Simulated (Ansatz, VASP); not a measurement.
Two plane-wave programs on ZnS

POSCAR

```
ZnS
1.0
    0.0000000000      2.7857895000      2.6640802500
    2.7857895000      0.0000000000      2.6640802500
    2.7857895000      2.7857895000      0.0000000000
Zn S
1 1
Direct
    0.0000000000      0.0000000000      0.0000000000
    0.7500000000      0.7500000000      0.7500000000
```

File INCAR.step1:

```
SYSTEM = ZnS
ALGO = Normal
EDIFF = 1E-4
ENCUT = 520
GGA = PE
ISMEAR = 0
LASPH = .TRUE.
LCHARG = .FALSE.
LREAL = .FALSE.
LWAVE = .TRUE.
NBANDS = 16
NELM = 80
PREC = Accurate
SIGMA = 0.05
```

File INCAR.step2:

```
SYSTEM = ZnS
ALGO = Normal
EDIFF = 1E-6
ENCUT = 520
ISIF = 2
ISMEAR = 0
ISTART = 1
LASPH = .TRUE.
LCHARG = .FALSE.
LMIXTAU = .TRUE.
LREAL = .FALSE.
LWAVE = .FALSE.
METAGGA = R2SCAN
NBANDS = 16
NELM = 80
PREC = Accurate
SIGMA = 0.05
```

File KPOINTS:

```
k-points
0
G
  8 8 8
  0 0 0
```

Input for Ansatz:

```yaml
crystal:
  lattice:
    - [0.0, 2.7857895, 2.66408025]
    - [2.7857895, 0.0, 2.66408025]
    - [2.7857895, 2.7857895, 0.0]
  atoms:
    - { symbol: Zn, position: [0.0, 0.0, 0.0] }
    - { symbol: S, position: [0.75, 0.75, 0.75] }
basis:
  ecutwfc: 500
kpoints:
  mp_grid: { grid: [8, 8, 8] }
hamiltonian:
  xc: r2scan
scf:
  occupations: { method: gaussian, width: 0.05 }
output:
  forces: true
  stress: true
  eigenvalues: true
```

Change from the starting cell: strain +0.030 along x and y, -0.015 along z, atoms carried along.

Alike in both runs: task single point; functional r2SCAN; k mesh 8 × 8 × 8; occupations gaussian, width 0.05 eV; no spin polarisation.

```csv
,VASP,Ansatz
version,VASP 6.6.1,Ansatz 0.2.0
potentials or method,"VASP PAW PBE potentials, release 64 (Zn, S), cutoff 520 eV","scalar-relativistic, plane waves, PAW"
valence electrons in the cell,18,18
```

Ansatz gave:

* gap on the k mesh at the Fermi level (eV): 2.35
* least direct gap on the mesh (eV): 2.35
* pressure (GPa): -3.9
* traceless stress, the component that is largest in VASP (GPa): 1.23

Problem. Which values does VASP return?

Solution. gap on the k mesh at the Fermi level (eV): 2.36; least direct gap on the mesh (eV): 2.36; pressure (GPa): -3.9; traceless stress, the component that is largest in VASP (GPa): 1.23.

VASP's potentials were made for PBE, not for r2SCAN. With one functional, cell and mesh, what is left measures potentials, basis and numerics.
